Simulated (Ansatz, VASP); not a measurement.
Ti: VASP beside Ansatz

Contents of INCAR:

```
SYSTEM = Ti
  ALGO = Normal
  EDIFF = 1E-6
  ENCUT = 520
  GGA = PS
  ISIF = 2
  ISMEAR = -1
  LASPH = .TRUE.
  LCHARG = .TRUE.
  LELF = .TRUE.
  LREAL = .FALSE.
  LVHAR = .TRUE.
  LWAVE = .FALSE.
  NBANDS = 19
  NELM = 100
  PREC = Accurate
  SIGMA = 0.08
```

KPOINTS

```
k-points
0
G
  13 13 7
  0 0 0
```

Contents of POSCAR:

```
Ti
1.0
    2.8909979032      0.0000000000      0.0000000000
   -1.4454989516      2.5036776264      0.0000000000
    0.0000000000      0.0000000000      4.6860000000
Ti
2
Direct
    0.3333333333      0.6666666667      0.2500000000
    0.6666666667      0.3333333333      0.7500000000
```

Input for Ansatz:

```yaml
crystal:
  lattice:
    - [2.8909979032, 0.0, 0.0]
    - [-1.4454989516, 2.5036776264, 0.0]
    - [0.0, 0.0, 4.686]
  atoms:
    - { symbol: Ti, position: [0.3333333333, 0.6666666667, 0.25] }
    - { symbol: Ti, position: [0.6666666667, 0.3333333333, 0.75] }
kpoints:
  mp_grid: { grid: [13, 13, 7] }
  band_path:
    path:
      - [0.0, 0.0, 0.0]
      - [0.5, 0.0, 0.0]
      - [0.3333333333, 0.3333333333, 0.0]
      - [0.0, 0.0, 0.0]
      - [0.0, 0.0, 0.5]
      - [0.5, 0.0, 0.5]
      - [0.3333333333, 0.3333333333, 0.5]
      - [0.0, 0.0, 0.5]
      - [0.5, 0.0, 0.5]
    npoints: 5
scf:
  occupations: { method: fermi_dirac, width: 0.08 }
hamiltonian:
  xc: pbesol
  pseudopotentials: { kind: all_electron, lapw: { basis_error: 0.0005 } }
output:
  forces: true
  stress: true
  eigenvalues: true
```

Change from the starting cell: equal xx and yy strain of -2 %.

Alike in both runs: task single point; functional PBEsol; k mesh 13 × 13 × 7; occupations fermi-dirac, width 0.08 eV; no spin polarisation.

|  | VASP | Ansatz |
| --- | --- | --- |
| version | VASP 6.6.1 | Ansatz 0.2.0 |
| potentials or method | VASP PAW PBE potentials, release 64 (Ti_sv), cutoff 520 eV | all-electron LAPW, scalar-relativistic |

```tsv
	VASP	Ansatz	Ansatz less VASP
pressure (GPa)	-1.8	-1.6	+0.23
traceless stress, the component that is largest in VASP (GPa)	-1.72	-1.74	-0.015
```

VASP's potentials were made for PBE, not for PBEsol. Ansatz ran all-electron here, and VASP with PAW potentials.
